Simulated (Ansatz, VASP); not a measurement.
# Two plane-wave programs on YInC6N6

```
Y In C N
1.0
     0.00000    5.86812    5.86812
     5.86812    0.00000    5.86812
     5.86812    5.86812    0.00000
Y In C N
1 1 6 6
Direct
  0.50000 0.50000 0.50000
  0.00000 0.00000 0.00000
  0.80128 0.19872 0.19872
  0.19872 0.80128 0.19872
  0.19872 0.19872 0.80128
  0.19872 0.80128 0.80128
  0.80128 0.19872 0.80128
  0.80128 0.80128 0.19872
  0.70191 0.29809 0.29809
  0.29809 0.70191 0.29809
  0.29809 0.29809 0.70191
  0.29809 0.70191 0.70191
  0.70191 0.29809 0.70191
  0.70191 0.70191 0.29809
```

Alike in both runs: functional PBE; k mesh 4 × 4 × 4; occupations gaussian, width 0.02 eV; no spin polarisation.

Ansatz relaxed the structure, and its values are those at the end. VASP's run is a single point on that final structure, the one shown.

|  | VASP | Ansatz |
| --- | --- | --- |
| version | VASP 6.6.1 | Ansatz 0.2.0 |
| potentials or method | VASP PAW PBE potentials, release 64 (Y_sv, In_d, C, N), cutoff 520 eV | scalar-relativistic, plane waves, PAW |
| valence electrons in the cell | 78 | 78 |

```tsv
	VASP	Ansatz	Ansatz less VASP
gap on the k mesh at the Fermi level (eV)	4.46	4.46	+0.008
least direct gap on the mesh (eV)	4.54	4.54	+0.007
pressure (GPa)	0.3	0.0	-0.30
rms of the force components (eV/Å)	0.225	0.001	-0.2238
```

One of these differences is far larger than is usual between the two programs; its cause wasn't traced. Ansatz's warnings: xc potential rough in thin density.

Noted on VASP's run: the standard files for N, O and F lose accuracy on very short bonds.
